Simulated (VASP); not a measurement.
Wanted: the native input for a VASP 6.6.1 run.

| Item | Value |
| --- | --- |
| Task | single point |
| Functional | PBEsol |
| Potentials or basis | VASP PAW PBE potentials, release 64 (Hf_pv, N) |
| Cutoff | 520 eV |
| k mesh | 22 × 22 × 22 |
| Occupations | gaussian, width 0.15 eV |
| Spin | no spin polarisation |
| Dipole correction | no |
| Further INCAR settings | ALGO = Normal; EDIFF = 1e-06; NBANDS = 14 |

The structure of HfN lies in POSCAR:

```
HfN
1.0
    0.0000000000      2.4335341244      2.5065401481
    2.4335341244      0.0000000000      2.5065401481
    2.4335341244      2.4335341244      0.0000000000
Hf N
1 1
Direct
    0.0000000000      0.0000000000      0.0000000000
    0.7500000000      0.7500000000      0.7500000000
```

This cell differs from its parent crystal: strain +0.000 along x and y, +0.030 along z.

These files were run (other wordings do the same):

INCAR

```
SYSTEM = HfN
PREC = Accurate
ENCUT = 520
EDIFF = 1E-6
ISMEAR = 0
SIGMA = 0.15
LREAL = .FALSE.
LASPH = .TRUE.
NELM = 80
ALGO = Normal
ISIF = 2
LWAVE = .FALSE.
LCHARG = .FALSE.
GGA = PS
NBANDS = 14
```

KPOINTS

```
regular mesh
0
G
  22 22 22
  0 0 0
```

Potentials or basis: VASP PAW PBE potentials, release 64 (Hf_pv, N).

Command:

```bash
$ cat potpaw_PBE.64/Hf_pv/POTCAR potpaw_PBE.64/N/POTCAR > POTCAR
$ mpirun -np 1 vasp_std > vasp.out
```

Results of the run:

```json
{
  "Pressure": "-6.6 GPa",
  "Band gap on the k mesh": "zero (an odd number of electrons rules out a gap without spin polarisation)"
}
```

Caveat: the cell differs from its parent crystal (strain +0.000 along x and y, +0.030 along z); the cell stands under tension; the PAW data sets were made with another functional, which shifts forces and pressure a little; spin-orbit coupling is left out, which moves the levels of the heavy elements; an odd number of electrons without spin polarisation forces a metal; a magnetic or distorted state may lie lower.

It took 2.3 min on 1 thread of Intel(R) Xeon(R) 6975P-C (Granite Rapids), on a shared host, peak memory 0.46 GiB.
